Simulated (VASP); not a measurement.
Input of a VASP 6.6.1 run:

File INCAR:

```
ALGO     = Fast           # electronic algorithm
EDIFF    = 1E-6           # SCF threshold, eV
ENCUT    = 520            # plane-wave cutoff, eV
GGA      = PS             # functional
ISIF     = 2              # what is computed and relaxed
ISMEAR   = 0              # smearing method
LASPH    = True           # aspherical terms in the spheres
LCHARG   = False          # write CHGCAR
LREAL    = False          # projectors in reciprocal space
LWAVE    = False          # write WAVECAR
NBANDS   = 31             # bands
NELM     = 60             # most SCF steps
PREC     = Accurate       # precision mode
SIGMA    = 0.1            # smearing width, eV
```

The input KPOINTS:

```
k-points
0
Gamma
  10 10 4
```

File POSCAR:

```
TiAl3
1.0
    3.8155481467      0.0000000000      0.0000000000
    0.0000000000      3.8155481467      0.0000000000
    0.0000000000      0.0000000000      8.6395335508
Ti Al
2 6
Direct
    0.0000000000      0.0000000000      0.0000000000
    0.5000000000      0.5000000000      0.5000000000
    0.5000000000      0.5000000000      0.0000000000
    0.0000000000      0.5000000000      0.2500000000
    0.5000000000      0.0000000000      0.2500000000
    0.0000000000      0.0000000000      0.5000000000
    0.5000000000      0.0000000000      0.7500000000
    0.0000000000      0.5000000000      0.7500000000
```

Potentials or basis: VASP PAW PBE potentials, release 64 (Ti_sv, Al).

Run with:

```bash
$ cat potpaw_PBE.64/Ti_sv/POTCAR potpaw_PBE.64/Al/POTCAR > POTCAR
$ mpirun -np 1 vasp_std > vasp.out
```

(1) What does it give for the pressure?

(2) Predict the band gap on the k mesh.

Answers

(1) -1.0 GPa.

(2) zero (bands 21 and 22 overlap by 2.18 eV).

Caveat: the cell differs from its parent crystal (strain along c alone, the other axes held: +1.0 %); the PAW data sets were made with another functional, which shifts forces and pressure a little.
